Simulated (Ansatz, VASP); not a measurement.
Given: the input of a run of Ansatz 0.2.0 on CdBr.

The input input.yaml:

```yaml
crystal:
  lattice:
    - [3.36323112, 0.0, 0.0]
    - [0.0, 3.36323112, 0.0]
    - [0.0, 0.0, 4.8437139]
  atoms:
    - { symbol: Cd, position: [0.0, 0.0, 0.0] }
    - { symbol: Br, position: [0.5, 0.5, 0.5] }
kpoints:
  mp_grid: { grid: [8, 8, 6] }
scf:
  occupations: { method: fermi_dirac, width: 0.05 }
hamiltonian:
  xc: pbe
  pseudopotentials: { kind: all_electron, lapw: { basis_error: 0.001 } }
output:
  forces: true
  stress: true
  eigenvalues: true
  populations: true
```

Potentials or basis: all-electron LAPW, scalar-relativistic.

The run is started by

```console
$ ansatz run input.yaml --threads 1 --pin off --max-ram 3072MiB --backend cpu --events-out ev --progress --plain --runs-dir out
```

**Question.** Set up the same calculation for VASP 6.6.1. Potentials there: VASP PAW PBE potentials, release 64 (Cd, Br).

**Answer.** As run (the cutoff follows the program's own potentials):

File INCAR:

```
ALGO     = Normal         # electronic algorithm
EDIFF    = 1E-6           # SCF threshold, eV
ENCUT    = 520            # plane-wave cutoff, eV
GGA      = PE             # functional
ISIF     = 2              # what is computed and relaxed
ISMEAR   = -1             # smearing method
LASPH    = True           # aspherical terms in the spheres
LCHARG   = False          # write CHGCAR
LREAL    = False          # projectors in reciprocal space
LWAVE    = False          # write WAVECAR
NBANDS   = 16             # bands
NELM     = 100            # most SCF steps
PREC     = Accurate       # precision mode
SIGMA    = 0.05           # smearing width, eV
```

The input KPOINTS:

```
k-points
0
Gamma
  8 8 6
```

File POSCAR:

```
CdBr
1.0
    3.3632311200      0.0000000000      0.0000000000
    0.0000000000      3.3632311200      0.0000000000
    0.0000000000      0.0000000000      4.8437139000
Cd Br
1 1
Direct
    0.0000000000      0.0000000000      0.0000000000
    0.5000000000      0.5000000000      0.5000000000
```

Potentials or basis: VASP PAW PBE potentials, release 64 (Cd, Br).

Command:

```bash
$ cat potpaw_PBE.64/Cd/POTCAR potpaw_PBE.64/Br/POTCAR > POTCAR
$ mpirun -np 1 vasp_std > vasp.out
```

Both were run:

|  | VASP | Ansatz | Ansatz less VASP |
| --- | --- | --- | --- |
| gap on the k mesh at the Fermi level (eV) | none | none | - |
| pressure (GPa) | 0.1 | 0.0 | -0.07 |
| traceless stress, the component that is largest in VASP (GPa) | -6.70 | -6.72 | -0.017 |

A gap of «none» marks a metal or a gap that the smearing closes. Ansatz ran all-electron here, and VASP with PAW potentials.
